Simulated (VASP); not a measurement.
# SrCl2 (Fm-3m) in VASP: further runs

SrCl2 is run at these levels: r2SCAN; tasks: relaxation of the atoms.

All numbers are computed with VASP 6.6.1; they aren't measurements. Logs are shortened: lines on timing, memory, paths and dates and some standing lists are left out, and cuts for length are marked.

### Step 1. The cell of the first run

It takes space group Fm-3m (No. 225, cubic). The conventional cell has a = 7.087 Å, b = 7.087 Å, c = 7.087 Å, α = 90.00°, β = 90.00°, γ = 90.00°. Within 4.0 Å of Sr (site symmetry m-3m) lie 8 Cl at 3.07 Å. Cl (site symmetry -43m) has 4 Sr at 3.07 Å and 6 Cl at 3.54 Å within 4.0 Å.

### Step 2. Relaxation of the atoms, r2SCAN

POSCAR reads:

```
SrCl2
1.0
    0.0000000000      3.5435434300      3.5435434300
    3.5435434300      0.0000000000      3.5435434300
    3.5435434300      3.5435434300      0.0000000000
Sr Cl
1 2
Direct
    0.0000000000      0.0000000000      0.0000000000
    0.2500000000      0.2500000000      0.2500000000
    0.7500000000      0.7500000000      0.7500000000
```

INCAR.step1 reads:

```
SYSTEM = SrCl2
  PREC = Accurate
  ENCUT = 520
  ISMEAR = -1
  SIGMA = 0.02
  LREAL = .False.
  LASPH = .True.
  NELM = 80
  GGA = PE
  ALGO = Normal
  EDIFF = 1E-4
  LWAVE = .True.
  LCHARG = .False.
```

INCAR.step2 reads:

```
SYSTEM = SrCl2
  PREC = Accurate
  ENCUT = 520
  EDIFF = 1E-7
  ISMEAR = -1
  SIGMA = 0.02
  LREAL = .False.
  LASPH = .True.
  NELM = 80
  ALGO = Normal
  ISIF = 2
  LWAVE = .False.
  LCHARG = .False.
  METAGGA = R2SCAN
  LMIXTAU = .True.
  IBRION = 2
  NSW = 50
  EDIFFG = -0.01
  ISTART = 1
```

KPOINTS reads:

```
regular mesh
0
Gamma
  8 8 8
  0 0 0
```

Potentials or basis: VASP PAW PBE potentials, release 64 (Sr_sv, Cl).

Run with:

```console
$ cat potpaw_PBE.64/Sr_sv/POTCAR potpaw_PBE.64/Cl/POTCAR > POTCAR
$ cp INCAR.step1 INCAR
$ mpirun -np 1 vasp_std > vasp.out
$ cp INCAR.step2 INCAR
$ mpirun -np 1 vasp_std > vasp.out
```

OUTCAR:

```text
SYSTEM = SrCl2
   PREC = Accurate
   ENCUT = 520
   EDIFF = 1E-7
   ISMEAR = -1
   LREAL = .False.
   LASPH = .True.
   NELM = 80
   ISIF = 2
   METAGGA = R2SCAN
   IBRION = 2
   NSW = 50
   EDIFFG = -0.01
   ISTART = 1

 ion  position               nearest neighbor table
   1  0.000  0.000  0.000-   3 3.07   3 3.07   3 3.07   2 3.07   3 3.07   2 3.07   2 3.07   2 3.07

   2  0.250  0.250  0.250-   1 3.07   1 3.07   1 3.07   1 3.07
   3  0.750  0.750  0.750-   1 3.07   1 3.07   1 3.07   1 3.07

  LATTYP: Found a face centered cubic cell.
 ALAT       =     7.0870868600

  Lattice vectors:

 A1 = (   0.0000000000,   3.5435434300,   3.5435434300)
 A2 = (   3.5435434300,   0.0000000000,   3.5435434300)
 A3 = (   3.5435434300,   3.5435434300,   0.0000000000)

Analysis of symmetry for initial positions (statically):
=====================================================================
 Subroutine PRICEL returns:
 Original cell was already a primitive cell.

 Routine SETGRP: Setting up the symmetry group for a
 face centered cubic supercell.

 Subroutine GETGRP returns: Found 48 space group operations
 (whereof 48 operations were pure point group operations)
 out of a pool of 48 trial point group operations.

The static configuration has the point symmetry O_h .

Analysis of symmetry for dynamics (positions and initial velocities):
=====================================================================
 Subroutine PRICEL returns:
 Original cell was already a primitive cell.

 Routine SETGRP: Setting up the symmetry group for a
 face centered cubic supercell.

 Subroutine GETGRP returns: Found 48 space group operations
 (whereof 48 operations were pure point group operations)
 out of a pool of 48 trial point group operations.

The dynamic configuration has the point symmetry O_h .

 Subroutine INISYM returns: Found 48 space group operations
 (whereof 48 operations are pure point group operations),
 and found     1 'primitive' translations

----------------------------------------------------------------------------------------

                                     Primitive cell

  volume of cell :      88.9904

  direct lattice vectors                    reciprocal lattice vectors
     0.000000000  3.543543430  3.543543430    -0.141101699  0.141101699  0.141101699
[... 89 lines left out ...]
   LREAL  =      F    real-space projection
   EDIFFG = -.1E-01   stopping-criterion for IOM
   NSW    =     50    number of steps for IOM
   IBRION =      2    ionic relax: 0-MD 1-quasi-New 2-CG
   NFREE  =      1    steps in history (QN), initial steepest desc. (CG)
   ISIF   =      2    stress and relaxation
   ISYM   =      2    0-nonsym 1-usesym 2-fastsym
   POTIM  = 0.5000    time-step for ionic-motion
   TEBEG  =    0.0;   TEEND  =   0.0 temperature during run
   PSTRESS=    0.0 pullay stress
   NELECT =      24.0000    total number of electrons
   NUPDOWN=      -1.0000    fix difference up-down
   EMIN   =  10.00;   EMAX   =-10.00  energy-range for DOS
   EFERMI =   0.00;   METHOD = LEGACY
   ISMEAR =    -1;   SIGMA  =   0.02  broadening in eV -4-tet -1-fermi 0-gaus
   EFERMI_NEDOS =   21; number of points for ismear=-14 and -15
   IALGO  =     38    algorithm
   IMIX   =      4    mixing-type and parameters
     AMIX     =   0.40;   BMIX     =  1.00
     AMIX_MAG =   1.60;   BMIX_MAG =  1.00
  volume/ion in A,a.u.               =      29.66       200.18
  Fermi-wavevector in a.u.,A,eV,Ry     =   1.057704  1.998771 15.221352  1.118738
  Thomas-Fermi vector in A             =   2.192987
   LORBIT       =      0    0 simple, 1 ext, 2 COOP (PROOUT), +10 PAW based schemes
   METAGGA = R2SCAN    functional components
   LHFCALC =     F    Hartree Fock is set to
   AEXX    =    0.0000 exact exchange contribution
   IVDW    =     0    specifies the selected vdW correction
   LEPSILON=     F    determine dielectric tensor
   LRPA    =     F    only Hartree local field effects (RPA)
 conjugate gradient relaxation of ions
 non-spin polarized calculation
  energy-cutoff  :      520.00
  volume of cell :       88.99
 maximum number of plane-waves:      2421
 NGX is ok and might be reduce to    40
   NGX = 19   NGY = 19   NGZ = 19

 number of electron      23.9999997 magnetization

 Free energy of the ion-electron system (eV)
  ---------------------------------------------------
  ext. energy  EPLUGINS =         0.00000000
  ---------------------------------------------------
  free energy    TOTEN  =       -35.68415385 eV

  energy without entropy =      -35.68415385  energy(sigma->0) =      -35.68415385

 E-fermi :   0.0041     XC(G=0):  -8.5508

 val. band max:       -0.5217762550   @ k =   0.5000   0.5000   0.0000
 cond. band min:       5.2698279885   @ k =   0.0000   0.0000   0.0000
 fundamental gap:      5.7916042435
 Fermi energy:         0.0041380350

 k-point     1 :       0.0000    0.0000    0.0000
  band No.  band energies     occupation
      1     -34.6325      2.00000
      2     -15.9829      2.00000
      3     -15.9829      2.00000
      4     -15.9829      2.00000
      5     -14.2649      2.00000
      6     -13.4839      2.00000
[... 433 lines left out ...]
      3     -16.0713      2.00000
      4     -15.9993      2.00000
      5     -13.7856      2.00000
      6     -13.6335      2.00000
[... 8 lines left out ...]
     15       7.4495      0.00000
     16       7.7213      0.00000

 [... further k-points ...]

------------------------ aborting loop because EDIFF is reached ----------------------------------------

  FORCE on cell =-STRESS in cart. coord.  units (eV):
  Direction    XX          YY          ZZ          XY          YZ          ZX
  --------------------------------------------------------------------------------------
  -------------------------------------------------------------------------------------
  Total       -0.7353565     -0.7353565     -0.7353565      0.0000000      0.0000000     -0.0000000
  in kB      -13.2393065    -13.2393065    -13.2393065      0.0000000      0.0000000     -0.0000000
  external PRESSURE =     -13.2393065 kB  Pullay stress =       0.0000000 kB

 VOLUME and BASIS-vectors are now :
 -----------------------------------------------------------------------------
  energy-cutoff  :      520.00
  volume of cell :       88.99
      direct lattice vectors                 reciprocal lattice vectors
     0.000000000  3.543543430  3.543543430    -0.141101699  0.141101699  0.141101699
     3.543543430  0.000000000  3.543543430     0.141101699 -0.141101699  0.141101699
     3.543543430  3.543543430  0.000000000     0.141101699  0.141101699 -0.141101699

 POSITION                                       TOTAL-FORCE (eV/Angst)
 -----------------------------------------------------------------------------------
      0.00000      0.00000      0.00000         0.000000     -0.000000     -0.000000
      1.77177      1.77177      1.77177         0.000000      0.000000      0.000000
      5.31532      5.31532      5.31532        -0.000000     -0.000000     -0.000000
 -----------------------------------------------------------------------------------
    total drift:                               -0.000000     -0.000000      0.000000

  FREE ENERGIE OF THE ION-ELECTRON SYSTEM (eV)
  ---------------------------------------------------
  free  energy   TOTEN  =       -35.6841538547 eV

  energy  without entropy=      -35.6841538547  energy(sigma->0) =      -35.68415385

 reached required accuracy - stopping structural energy minimisation
```

OUTCAR.step1:

```text
SYSTEM = SrCl2
   PREC = Accurate
   ENCUT = 520
   ISMEAR = -1
   LREAL = .False.
   LASPH = .True.
[... 681 lines left out ...]
      0.00000      0.00000      0.00000         0.000000      0.000000     -0.000000
      1.77177      1.77177      1.77177        -0.000000     -0.000000      0.000000
      5.31532      5.31532      5.31532         0.000000      0.000000     -0.000000
 -----------------------------------------------------------------------------------
    total drift:                               -0.000000     -0.000000      0.000000

  FREE ENERGIE OF THE ION-ELECTRON SYSTEM (eV)
  ---------------------------------------------------
  free  energy   TOTEN  =       -12.7892231737 eV

  energy  without entropy=      -12.7892231737  energy(sigma->0) =      -12.78922317
```

OSZICAR.step1:

```text
N       E                     dE             d eps       ncg     rms          rms(c)
DAV:   1     0.154347765512E+03    0.15435E+03   -0.11447E+04   928   0.133E+03
DAV:   2    -0.340365455060E+01   -0.15775E+03   -0.15469E+03  1256   0.251E+02
DAV:   3    -0.127800329317E+02   -0.93764E+01   -0.93683E+01  1280   0.657E+01
DAV:   4    -0.130830019268E+02   -0.30297E+00   -0.30290E+00  1624   0.949E+00
DAV:   5    -0.130853248570E+02   -0.23229E-02   -0.23229E-02  1304   0.773E-01    0.116E+01
DAV:   6    -0.127701176917E+02    0.31521E+00   -0.85400E-01  1248   0.523E+00    0.766E+00
DAV:   7    -0.127787444059E+02   -0.86267E-02   -0.44985E-01  1432   0.416E+00    0.217E+00
DAV:   8    -0.127862954646E+02   -0.75511E-02   -0.60349E-02  1144   0.151E+00    0.321E-01
DAV:   9    -0.127877928057E+02   -0.14973E-02   -0.28459E-03  1392   0.316E-01    0.118E-01
DAV:  10    -0.127891449004E+02   -0.13521E-02   -0.11651E-03  1056   0.228E-01    0.305E-02
DAV:  11    -0.127892231737E+02   -0.78273E-04   -0.90990E-05  1136   0.583E-02
   1 F= -.12789223E+02 E0= -.12789223E+02  d E =-.251036E-11
```

It took 4.1 min on 1 thread of Intel Xeon Platinum 8259CL at 2.50GHz (Skylake/Cascade Lake), shared host; peak memory 0.27 GiB.

Results:

```yaml
Free_energy: -35.6842 eV
Pressure_after_relaxing: -1.3 GPa
Band_gap_on_the_k_mesh: 5.79 eV (least direct gap 6.01 eV)
```

Final structure:
```
CELL_PARAMETERS angstrom
0.00000 3.54354 3.54354
3.54354 0.00000 3.54354
3.54354 3.54354 0.00000
ATOMIC_POSITIONS crystal
Sr 0.00000 0.00000 0.00000
Cl 0.25000 0.25000 0.25000
Cl 0.75000 0.75000 0.75000
```

Levels at points of the mesh, in eV from the valence-band top:
```tsv
k point	band 10	band 11	band 12	band 13	band 14	band 15
(0.00, 0.00, 0.00)	-0.33	-0.33	-0.33	5.79	6.70	6.70
(0.50, 0.00, 0.00)	-1.26	-1.00	-1.00	7.25	7.25	8.09
(0.50, 0.50, 0.00)	-0.37	-0.37	0.00	6.01	7.66	8.10
```

Caveat: the relaxation stopped at its first step, so nothing moved; the PAW data sets were made with another functional, which shifts forces and pressure a little.

### Step 3. Relaxation of the atoms, r2SCAN

This run uses another cell than the first one, of 27.95 Å³/atom.

POSCAR reads:

```
SrCl2
1.0
    0.0000000000      3.4740441900      3.4740441900
    3.4740441900      0.0000000000      3.4740441900
    3.4740441900      3.4740441900      0.0000000000
Sr Cl
1 2
Direct
    0.0000000000      0.0000000000      0.0000000000
    0.2500000000      0.2500000000      0.2500000000
    0.7500000000      0.7500000000      0.7500000000
```

INCAR.step1 reads:

```
SYSTEM = SrCl2
  PREC = Accurate
  ENCUT = 520
  ISMEAR = -1
  SIGMA = 0.02
  LREAL = .FALSE.
  LASPH = .TRUE.
  NELM = 100
  GGA = PE
  ALGO = Normal
  EDIFF = 1E-4
  LWAVE = .TRUE.
  LCHARG = .FALSE.
```

INCAR.step2 reads:

```
SYSTEM = SrCl2
  PREC = Accurate
  ENCUT = 520
  EDIFF = 1E-6
  ISMEAR = -1
  SIGMA = 0.02
  LREAL = .FALSE.
  LASPH = .TRUE.
  NELM = 100
  ALGO = Normal
  ISIF = 2
  LWAVE = .FALSE.
  LCHARG = .FALSE.
  METAGGA = R2SCAN
  LMIXTAU = .TRUE.
  IBRION = 2
  NSW = 50
  EDIFFG = -0.01
  ISTART = 1
```

KPOINTS reads:

```
Automatic mesh
0
G
  8 8 8
  0 0 0
```

Potentials or basis: VASP PAW PBE potentials, release 64 (Sr_sv, Cl).

Run with:

```console
$ cat potpaw_PBE.64/Sr_sv/POTCAR potpaw_PBE.64/Cl/POTCAR > POTCAR
$ cp INCAR.step1 INCAR
$ mpirun -np 1 vasp_std > vasp.out
$ cp INCAR.step2 INCAR
$ mpirun -np 1 vasp_std > vasp.out
```

Wall time 2.5 min (1 thread of Intel Xeon Platinum 8259CL at 2.50GHz (Skylake/Cascade Lake), shared host); peak memory 0.27 GiB.

The run converged. Its results:

```
Free energy             : -35.6917 eV
Pressure after relaxing : 0.8 GPa
Band gap on the k mesh  : 5.98 eV
```

Final structure:
```
CELL_PARAMETERS angstrom
0.00000 3.47404 3.47404
3.47404 0.00000 3.47404
3.47404 3.47404 0.00000
ATOMIC_POSITIONS crystal
Sr 0.00000 0.00000 0.00000
Cl 0.25000 0.25000 0.25000
Cl 0.75000 0.75000 0.75000
```

Levels at points of the mesh, in eV from the valence-band top:
```tsv
k point	band 9	band 10	band 11	band 12	band 13	band 14	band 15	band 16
(0.00, 0.00, 0.00)	-2.19	-0.35	-0.35	-0.35	6.01	6.68	6.68	9.65
(0.50, 0.00, 0.00)	-1.51	-1.37	-1.09	-1.09	7.30	7.30	8.25	8.30
(0.50, 0.50, 0.00)	-1.95	-0.41	-0.41	0.00	5.98	7.82	8.25	8.74
```

Caveat: the relaxation stopped at its first step, so nothing moved; the PAW data sets were made with another functional, which shifts forces and pressure a little.
